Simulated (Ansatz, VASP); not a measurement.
# One calculation of CsPbBr3, two programs

```
Pb Cs Br
1.0
     5.87000    0.00000    0.00000
     0.00000    5.87000    0.00000
     0.00000    0.00000    5.87000
Pb Cs Br
1 1 3
Direct
  0.50000 0.50000 0.50000
  0.00000 0.00000 0.00000
  0.50000 0.50000 0.00000
  0.50000 0.00000 0.50000
  0.00000 0.50000 0.50000
```

Alike in both runs: functional r2SCAN; k mesh 5 × 5 × 5; occupations fermi-dirac, width 0.05 eV; no spin polarisation.

|  | VASP | Ansatz |
| --- | --- | --- |
| version | VASP 6.6.1 | Ansatz 0.2.0 |
| potentials or method | VASP PAW PBE potentials, release 64 (Pb_d, Cs_sv, Br) | Ansatz PAW |
| plane-wave cutoff (eV) | 520 | 500 |
| valence electrons in the cell | 44 | 44 |
| task | single point | band structure |

|  | VASP | Ansatz | Ansatz less VASP |
| --- | --- | --- | --- |
| gap on the k mesh at the Fermi level (eV) | 2.99 | 2.98 | -0.010 |
| pressure (GPa) | 0.7 | 0.7 | 0.00 |

VASP's potentials were made for PBE, not for r2SCAN. The functional is the same, so the differences come from potentials, cutoffs and numerics.

Spin-orbit coupling is off throughout.
